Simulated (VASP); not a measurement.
# Bi: single point with PBE

Crystal: Bi.

```xyz
2
Lattice="3.3220 0.0000 0.0000 -1.6610 2.8769 0.0000 0.0000 0.0000 5.2427" Properties=species:S:1:pos:R:3 pbc="T T T"
Bi    0.0000    1.9180    1.3107
Bi    1.6610    0.9590    3.9320
```

This isn't the form of Bi at room conditions, which is rhombohedral.

| Item | Value |
| --- | --- |
| Program | VASP 6.6.1 |
| Task | single point |
| Functional | PBE |
| Potentials or basis | VASP PAW PBE potentials, release 64 (Bi_d) |
| Cutoff | 520 eV |
| k mesh | 13 × 13 × 7 |
| Occupations | fermi-dirac, width 0.08 eV |
| Spin | no spin polarisation |

| Quantity | Value |
| --- | --- |
| Pressure | 20.9 GPa |
| Band gap on the k mesh | zero (bands 15 and 16 overlap by 7.69 eV) |

Levels at points of the mesh, in eV from the Fermi level:
```tsv
k point	band 11	band 12	band 13	band 14	band 15	band 16	band 17	band 18	band 19	band 20
(0.00, 0.00, 0.00)	-15.42	-10.89	-6.72	3.85	3.85	6.09	6.09	7.31	7.50	8.00
```

Wall time 92 s on 1 thread of Intel Xeon 8259CL (shared host), peak memory 0.22 GiB.

Caveat: the cell stands under pressure; spin-orbit coupling is left out, which moves the levels of the heavy elements.
